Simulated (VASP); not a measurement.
## MgO: single point with PBEsol

Crystal: MgO.

```xyz
24
Lattice="5.8461 0.0000 0.0000 -4.3846 7.5943 0.0000 0.0000 0.0000 5.0921" Properties=species:S:1:pos:R:3 pbc="T T T"
Mg   -0.1165    0.0813    0.0306
Mg   -0.0365   -0.0366    2.6573
Mg   -1.4775    2.5813    0.0748
Mg   -1.4047    2.4685    2.5999
Mg   -2.7940    5.1589    0.0949
Mg   -2.7929    5.0477    2.5809
Mg    2.9450    0.0138   -0.1573
Mg    2.8073   -0.0508    2.3533
Mg    1.4061    2.5424    0.0529
Mg    1.4817    2.5359    2.5471
Mg    0.0249    4.9621   -0.0542
Mg    0.1073    5.1614    2.5046
O    -0.0283    1.6536    1.3181
O     1.4765    0.8718    3.7282
O    -1.4719    4.2667    1.3555
O    -0.0217    3.2676    3.8653
O    -3.0069    6.7248    1.2262
O    -1.3357    5.9145    3.8079
O     2.7922    1.7046    1.1939
O     4.3376    0.8498    3.7140
O     1.5043    4.2584    1.3692
O     2.8899    3.3551    3.8305
O    -0.0618    6.7145    1.3046
O     1.4666    5.8498    3.8264
```

```yaml
Program: VASP 6.6.1
Task: single point
Functional: PBEsol
Potentials_or_basis: VASP PAW PBE potentials, release 64 (Mg, O)
Cutoff: 520 eV
k_mesh: 4 × 2 × 4
Occupations: fermi-dirac, width 0.086 eV
Spin: no spin polarisation
Dipole_correction: no
Further_INCAR_settings: ALGO = Normal; EDIFF = 1e-06; NBANDS = 66
```

The pressure is 3.0 GPa, the largest force is 1.909 eV/Å and the band gap on the k mesh is 4.19 eV.

Forces on the atoms (eV/Å):
```
Mg   0.709 -0.869  0.395
Mg   0.280  0.029 -1.201
Mg  -0.825 -0.138 -0.510
Mg  -0.685  0.605  0.023
Mg  -1.308 -0.843 -1.106
Mg  -1.194 -0.371  0.813
Mg  -0.463  0.393  0.083
Mg   0.471  0.794  0.904
Mg   0.584  0.063 -0.827
Mg   0.115  0.188  0.538
Mg   0.514  0.655  0.490
Mg  -0.328 -0.862  0.245
O   -0.380  0.425 -0.448
O   -0.457 -0.815  0.572
O    0.896 -0.750 -0.772
O    0.039  0.717  0.246
O    0.376  0.599  0.370
O   -1.001 -0.200  0.041
O    1.333 -0.526  0.254
O    0.306 -0.466  1.136
O   -0.392 -0.505 -0.853
O    0.713  0.369  0.328
O    0.216  0.800 -1.029
O    0.480  0.710  0.307
```

Stress tensor (GPa, compression positive):
```
 1.75  0.03 -0.24
 0.03  3.34  0.19
-0.24  0.19  3.97
```

Levels at points of the mesh, in eV from the valence-band top:
| k point | band 45 | band 46 | band 47 | band 48 | band 49 | band 50 | band 51 | band 52 |
| --- | --- | --- | --- | --- | --- | --- | --- | --- |
| (0.00, 0.00, 0.00) | -0.54 | -0.48 | -0.07 | 0.00 | 4.19 | 7.23 | 7.29 | 7.81 |
| (0.50, 0.00, 0.00) | -0.63 | -0.59 | -0.51 | -0.27 | 6.38 | 6.57 | 7.03 | 7.14 |
| (0.00, 0.50, 0.00) | -0.67 | -0.55 | -0.31 | -0.20 | 5.48 | 5.53 | 7.86 | 8.12 |
| (0.50, 0.50, 0.00) | -0.81 | -0.57 | -0.47 | -0.29 | 6.08 | 6.24 | 7.78 | 8.06 |
| (0.00, 0.00, 0.50) | -0.44 | -0.32 | -0.27 | -0.19 | 6.49 | 6.67 | 7.86 | 8.12 |
| (0.50, 0.00, 0.50) | -0.83 | -0.70 | -0.66 | -0.43 | 7.65 | 7.81 | 8.05 | 8.16 |
| (0.00, 0.50, 0.50) | -0.63 | -0.55 | -0.52 | -0.36 | 7.21 | 7.34 | 7.56 | 7.69 |
| (0.50, 0.50, 0.50) | -0.82 | -0.68 | -0.61 | -0.47 | 7.55 | 7.82 | 8.02 | 8.13 |

Run time: 9.2 min on 1 thread of Oxide Virtual Turin-like Processor, with other jobs on the host, peak memory 0.43 GiB.

Caveat: the cell stands under pressure; the atoms stand as in a frame of molecular dynamics; the PAW data sets were made with another functional, which shifts forces and pressure a little.
